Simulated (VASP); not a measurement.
# SnTe (I4/mmm) in VASP: notebook

SnTe is run at these levels: PBEsol; tasks: single point.

Program: VASP 6.6.1. These are calculated values, not measurements. Logs are shortened: lines on timing, memory, paths and dates and some standing lists are left out, and cuts for length are marked.

## 1. The cell of the first run

It takes space group I4/mmm (No. 139, tetragonal). The conventional cell has a = 3.900 Å, b = 3.900 Å, c = 8.272 Å, α = 90.00°, β = 90.00°, γ = 90.00°. Within 3.6 Å of Sn (site symmetry 4/mmm) lie 4 Te at 2.76 Å. Within 3.6 Å of Te (site symmetry 4/mmm) lie 4 Sn at 2.76 Å.

## 2. Single point, PBEsol

Contents of INCAR:

```
SYSTEM = SnTe
ALGO = Normal
EDIFF = 1E-6
ENCUT = 520
GGA = PS
ISIF = 2
ISMEAR = 0
LASPH = .TRUE.
LCHARG = .FALSE.
LREAL = .FALSE.
LWAVE = .FALSE.
NBANDS = 17
NELM = 60
PREC = Accurate
SIGMA = 0.03
```

Contents of KPOINTS:

```
k-points
0
G
  10 10 10
  0 0 0
```

Contents of POSCAR:

```
SnTe
1.0
    0.0000000000      2.7574567369      4.1361851054
    2.7574567369      0.0000000000      4.1361851054
    2.7574567369      2.7574567369      0.0000000000
Sn Te
1 1
Direct
    0.0000000000      0.0000000000      0.0000000000
    0.5000000000      0.5000000000      0.5000000000
```

Potentials or basis: VASP PAW PBE potentials, release 64 (Sn_d, Te).

Started as:

```
$ cat potpaw_PBE.64/Sn_d/POTCAR potpaw_PBE.64/Te/POTCAR > POTCAR
$ mpirun -np 1 vasp_std > vasp.out
```

OUTCAR:

```text
SYSTEM = SnTe
   EDIFF = 1E-6
   ENCUT = 520
   GGA = PS
   ISIF = 2
   ISMEAR = 0
   LASPH = .TRUE.
   LREAL = .FALSE.
   NELM = 60
   PREC = Accurate

 ion  position               nearest neighbor table
   1  0.000  0.000  0.000-   2 2.76   2 2.76   2 2.76   2 2.76
   2  0.500  0.500  0.500-   1 2.76   1 2.76   1 2.76   1 2.76

  LATTYP: Found a body centered tetragonal cell.
 ALAT       =     3.8996327150
 C/A-ratio  =     2.1213203436

  Lattice vectors:

 A1 = (  -2.7574567369,   0.0000000000,   4.1361851054)
 A2 = (   2.7574567369,   0.0000000000,   4.1361851054)
 A3 = (   0.0000000000,   2.7574567369,  -4.1361851054)

Analysis of symmetry for initial positions (statically):
=====================================================================
 Subroutine PRICEL returns:
 Original cell was already a primitive cell.

 Routine SETGRP: Setting up the symmetry group for a
 body centered tetragonal supercell.

 Subroutine GETGRP returns: Found 16 space group operations
 (whereof 16 operations were pure point group operations)
 out of a pool of 16 trial point group operations.

The static configuration has the point symmetry D_4h.

Analysis of symmetry for dynamics (positions and initial velocities):
=====================================================================
 Subroutine PRICEL returns:
 Original cell was already a primitive cell.

 Routine SETGRP: Setting up the symmetry group for a
 body centered tetragonal supercell.

 Subroutine GETGRP returns: Found 16 space group operations
 (whereof 16 operations were pure point group operations)
 out of a pool of 16 trial point group operations.

The dynamic configuration has the point symmetry D_4h.

 Subroutine INISYM returns: Found 16 space group operations
 (whereof 16 operations are pure point group operations),
 and found     1 'primitive' translations

----------------------------------------------------------------------------------------

                                     Primitive cell

  volume of cell :      62.8995

  direct lattice vectors                    reciprocal lattice vectors
     0.000000000  2.757456737  4.136185105    -0.181326508  0.181326508  0.120884338
     2.757456737  0.000000000  4.136185105     0.181326508 -0.181326508  0.120884338
     2.757456737  2.757456737  0.000000000     0.181326508  0.181326508 -0.120884338

  length of vectors
     4.971075827  4.971075827  3.899632715     0.283498903  0.283498903  0.283498903

  position of ions in fractional coordinates (direct lattice)
[... 74 lines left out ...]
   LNONCOLLINEAR =      F non collinear calculations
   LSORBIT =      F    spin-orbit coupling
   LASPH  =      T    aspherical Exc in radial PAW
   ENCUT  =  520.0 eV  38.22 Ry    6.18 a.u.   9.24  9.24  7.25*2*pi/ulx,y,z
   NELM   =     60;   NELMIN=  2; NELMDL= -5     # of ELM steps
   EDIFF  = 0.1E-05   stopping-criterion for ELM
   LREAL  =      F    real-space projection
   EDIFFG = 0.1E-04   stopping-criterion for IOM
   NSW    =      0    number of steps for IOM
   IBRION =     -1    ionic relax: 0-MD 1-quasi-New 2-CG
   NFREE  =      0    steps in history (QN), initial steepest desc. (CG)
   ISIF   =      2    stress and relaxation
   ISYM   =      2    0-nonsym 1-usesym 2-fastsym
   POTIM  = 0.5000    time-step for ionic-motion
   TEBEG  =    0.0;   TEEND  =   0.0 temperature during run
   PSTRESS=    0.0 pullay stress
   NELECT =      20.0000    total number of electrons
   NUPDOWN=      -1.0000    fix difference up-down
   EMIN   =  10.00;   EMAX   =-10.00  energy-range for DOS
   EFERMI =   0.00;   METHOD = LEGACY
   ISMEAR =     0;   SIGMA  =   0.03  broadening in eV -4-tet -1-fermi 0-gaus
   EFERMI_NEDOS =   21; number of points for ismear=-14 and -15
   IALGO  =     38    algorithm
   IMIX   =      4    mixing-type and parameters
     AMIX     =   0.40;   BMIX     =  1.00
     AMIX_MAG =   1.60;   BMIX_MAG =  1.00
  volume/ion in A,a.u.               =      31.45       212.23
  Fermi-wavevector in a.u.,A,eV,Ry     =   1.117384  2.111549 16.987507  1.248547
  Thomas-Fermi vector in A             =   2.254006
   LORBIT       =      0    0 simple, 1 ext, 2 COOP (PROOUT), +10 PAW based schemes
   GGA     = PS    functional components
   LHFCALC =     F    Hartree Fock is set to
   AEXX    =    0.0000 exact exchange contribution
   IVDW    =     0    specifies the selected vdW correction
   LEPSILON=     F    determine dielectric tensor
   LRPA    =     F    only Hartree local field effects (RPA)
 non-spin polarized calculation
 Gauss-broadening in eV      SIGMA  =   0.03
  energy-cutoff  :      520.00
  volume of cell :       62.90
 maximum number of plane-waves:      1714
 NGX is ok and might be reduce to    40

 number of electron      20.0000000 magnetization

 Free energy of the ion-electron system (eV)
  ---------------------------------------------------
  ext. energy  EPLUGINS =         0.00000000
  ---------------------------------------------------
  free energy    TOTEN  =        -6.82718774 eV

  energy without entropy =       -6.82642163  energy(sigma->0) =       -6.82680468

 E-fermi :   6.7481     XC(G=0):  -9.4144

 val. band max:        6.7294132088   @ k =  -0.4000   0.0000   0.1000
 cond. band min:       6.7539708576   @ k =   0.5000   0.1000   0.3000
 fundamental gap:      0.0245576488
 Fermi energy:         6.7480979860

 k-point     1 :       0.0000    0.0000    0.0000
  band No.  band energies     occupation
      1     -15.0689      2.00000
      2     -15.0403      2.00000
      3     -15.0203      2.00000
      4     -14.9859      2.00000
      5     -14.9859      2.00000
      6      -7.0951      2.00000
[... 457 lines left out ...]
      4     -14.9858      2.00000
      5     -14.9843      2.00000
      6      -6.7744      2.00000
[... 9 lines left out ...]
     16      14.8908      0.00000
     17      15.2512      0.00000

 [... further k-points ...]
[... 5 lines left out ...]
  --------------------------------------------------------------------------------------
  -------------------------------------------------------------------------------------
  Total        8.4661641      8.4661641     -1.1242853      0.0000000     -0.0000000     -0.0000000
  in kB      215.6502108    215.6502108    -28.6378046      0.0000000     -0.0000000     -0.0000000
  external PRESSURE =     134.2208723 kB  Pullay stress =       0.0000000 kB

 VOLUME and BASIS-vectors are now :
 -----------------------------------------------------------------------------
  energy-cutoff  :      520.00
  volume of cell :       62.90
      direct lattice vectors                 reciprocal lattice vectors
     0.000000000  2.757456737  4.136185105    -0.181326508  0.181326508  0.120884338
     2.757456737  0.000000000  4.136185105     0.181326508 -0.181326508  0.120884338
     2.757456737  2.757456737  0.000000000     0.181326508  0.181326508 -0.120884338

 POSITION                                       TOTAL-FORCE (eV/Angst)
 -----------------------------------------------------------------------------------
      0.00000      0.00000      0.00000         0.000000      0.000000      0.000000
      2.75746      2.75746      4.13619         0.000000      0.000000     -0.000000
 -----------------------------------------------------------------------------------
    total drift:                                0.000000     -0.000000     -0.000000

  FREE ENERGIE OF THE ION-ELECTRON SYSTEM (eV)
  ---------------------------------------------------
  free  energy   TOTEN  =        -6.8271877385 eV

  energy  without entropy=       -6.8264216295  energy(sigma->0) =       -6.82680468
```

OSZICAR:

```text
N       E                     dE             d eps       ncg     rms          rms(c)
DAV:   1     0.131790996836E+03    0.13179E+03   -0.96048E+03  3495   0.136E+03
DAV:   2     0.541515893701E+01   -0.12638E+03   -0.12282E+03  3774   0.339E+02
DAV:   3    -0.654622264249E+01   -0.11961E+02   -0.11709E+02  4345   0.925E+01
DAV:   4    -0.690033836766E+01   -0.35412E+00   -0.35377E+00  4207   0.166E+01
DAV:   5    -0.691384407065E+01   -0.13506E-01   -0.13505E-01  4956   0.312E+00    0.933E+00
DAV:   6    -0.684565884524E+01    0.68185E-01   -0.67157E-02  4349   0.231E+00    0.558E+00
DAV:   7    -0.682984080210E+01    0.15818E-01   -0.74162E-02  4004   0.193E+00    0.307E-01
DAV:   8    -0.682725522444E+01    0.25856E-02   -0.18501E-02  3888   0.106E+00    0.455E-01
DAV:   9    -0.682719648358E+01    0.58741E-04   -0.11796E-03  4211   0.267E-01    0.610E-02
DAV:  10    -0.682719646382E+01    0.19762E-07   -0.11573E-04  4530   0.717E-02    0.376E-02
DAV:  11    -0.682718955757E+01    0.69062E-05   -0.39113E-05  4023   0.571E-02    0.850E-03
DAV:  12    -0.682718819072E+01    0.13669E-05   -0.41438E-06  3847   0.178E-02    0.587E-03
DAV:  13    -0.682718773845E+01    0.45226E-06   -0.74758E-07  2402   0.482E-03
   1 F= -.68271877E+01 E0= -.68268047E+01  d E =-.766109E-03
```

stdout:

```text
POSCAR found type information on POSCAR SnTe
 POSCAR found :  2 types and       2 ions
 scaLAPACK will be used
 -----------------------------------------------------------------------------
|                                                                             |
|                                                                             |
|     You enforced a specific xc type in the INCAR file but a different       |
|     I HOPE YOU KNOW WHAT YOU ARE DOING!                                     |
|                                                                             |
 -----------------------------------------------------------------------------

 LDA part: xc-table for (Slater+PW92), standard interpolation
 POSCAR, INCAR and KPOINTS ok, starting setup
 FFT: planning ... GRIDC
 FFT: planning ... GRID_SOFT
 FFT: planning ... GRID
 WAVECAR not read
 entering main loop
```

It took 96 s on 1 thread of Intel Xeon Platinum 8488C (Sapphire Rapids), shared host; peak memory 0.28 GiB.

What came out:

| Quantity | Value |
| --- | --- |
| Free energy | -6.8272 eV |
| Pressure | 13.4 GPa |
| Band gap on the k mesh | zero (bands 10 and 11 overlap by 1.28 eV) |

Stress tensor (GPa, compression positive):
```
21.57  0.00  0.00
 0.00 21.57  0.00
 0.00  0.00 -2.86
```

Caveat: the stress differs along the axes, from -3 to 22 GPa; the PAW data sets were made with another functional, which shifts forces and pressure a little; spin-orbit coupling is left out, which moves the levels of the heavy elements.

## 3. Single point, PBEsol

This run uses another cell than the first one, of the same volume but with other edges.

Contents of INCAR:

```
  ALGO = Normal
  EDIFF = 1E-6
  ENCUT = 520
  GGA = PS
  ISIF = 2
  ISMEAR = 0
  LASPH = T
  LCHARG = T
  LELF = T
  LREAL = F
  LVHAR = T
  LWAVE = F
  NBANDS = 17
  NELM = 100
  PREC = Accurate
  SIGMA = 0.03
```

Contents of KPOINTS:

```
k-points
0
Gamma
  10 10 10
```

Contents of POSCAR:

```
SnTe
1.0
    0.0000000000      3.1997450998      3.0717552958
    3.1997450998      0.0000000000      3.0717552958
    3.1997450998      3.1997450998      0.0000000000
Sn Te
1 1
Direct
    0.0000000000      0.0000000000      0.0000000000
    0.5000000000      0.5000000000      0.5000000000
```

Potentials or basis: VASP PAW PBE potentials, release 64 (Sn_d, Te).

Started as:

```
$ cat potpaw_PBE.64/Sn_d/POTCAR potpaw_PBE.64/Te/POTCAR > POTCAR
$ mpirun -np 1 vasp_std > vasp.out
```

It took 88 s on 1 thread of Intel Xeon Platinum 8488C (Sapphire Rapids), shared host; peak memory 0.27 GiB.

The run converged. Its results:

| Property | Result |
| --- | --- |
| Free energy | -8.3086 eV |
| Pressure | -0.3 GPa |
| Band gap on the k mesh | 0.21 eV |

Stress tensor (GPa, compression positive):
```
-2.21  0.00  0.00
 0.00 -2.21  0.00
 0.00  0.00  3.42
```

Levels at points of the mesh, in eV from the valence-band top:
```csv
k point,band 8,band 9,band 10,band 11,band 12,band 13
"(0.00, 0.00, 0.00)",-2.33,-1.87,-1.87,3.09,3.09,4.11
"(0.50, 0.00, 0.00)",-1.74,-1.65,0.00,0.21,0.37,0.60
"(0.50, 0.50, 0.00)",-5.53,-3.70,-3.70,2.14,4.88,4.88
"(0.50, 0.00, 0.50)",-5.44,-3.83,-3.36,2.26,4.51,5.60
```

Caveat: the stress differs along the axes, from -2 to 3 GPa; semilocal functionals underestimate gaps, and a narrow one can read as zero; the PAW data sets were made with another functional, which shifts forces and pressure a little; spin-orbit coupling is left out, which moves the levels of the heavy elements. A k mesh can miss the band edges.

The gap in the log of VASP goes by the Fermi energy; the results here count the filled bands.